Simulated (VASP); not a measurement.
The system is TiB2.

```
CELL_PARAMETERS angstrom
3.02920 0.00000 0.00000
-1.51460 2.62336 0.00000
0.00000 0.00000 3.22840
ATOMIC_POSITIONS crystal
Ti 0.00000 0.00000 0.00000
B 0.33333 0.66667 0.50000
B 0.66667 0.33333 0.50000
```

* Program: VASP 6.6.1
* Task: relaxation of cell and atoms
* Functional: revPBE
* Dispersion: D3(BJ)
* Potentials or basis: VASP PAW PBE potentials, release 64 (Ti_sv, B)
* Cutoff: 600 eV
* k mesh: 13 × 13 × 10
* Occupations: methfessel-paxton, width 0.05 eV
* Spin: no spin polarisation

At the start: pressure -11.9 GPa; volume 8.55 Å³/atom.

**Question.** Where does the relaxation end?

**Answer.** Over 7 steps the energy falls by 15.6 meV/atom and the volume is 8.15 Å³/atom (-4.7 %); space group P6/mmm (No. 191, to 0.05 Å).

Step by step:
| step | energy change (eV) | largest force (eV/Å) | pressure (GPa) | volume (Å³) |
| --- | --- | --- | --- | --- |
| 1 | 0.0000 | 0.0000 | -11.87 | 25.66 |
| 2 | -0.0010 | 0.0000 | 13.74 | 23.37 |
| 3 | -0.0459 | 0.0000 | -0.03 | 24.47 |
| 4 | -0.0459 | 0.0000 | 0.21 | 24.45 |
| 5 | -0.0469 | 0.0000 | 0.21 | 24.43 |
| 6 | -0.0469 | 0.0000 | 0.21 | 24.43 |
| 7 | -0.0469 | 0.0000 | -0.17 | 24.46 |

Final structure:
```cif
data_structure
_symmetry_space_group_name_H-M 'P 1'
_symmetry_Int_Tables_number 1
_cell_length_a 2.9891
_cell_length_b 2.9891
_cell_length_c 3.1613
_cell_angle_alpha 90.000
_cell_angle_beta 90.000
_cell_angle_gamma 120.000
_cell_volume 24.46
loop_
_atom_site_label
_atom_site_type_symbol
_atom_site_fract_x
_atom_site_fract_y
_atom_site_fract_z
_atom_site_occupancy
Ti1 Ti 0.00000 0.00000 0.00000 1
B1 B 0.33333 0.66667 0.50000 1
B2 B 0.66667 0.33333 0.50000 1
```

Caveat: the PAW data sets were made with another functional, which shifts forces and pressure a little; pairwise dispersion overbinds metals, which lowers pressure and volume.
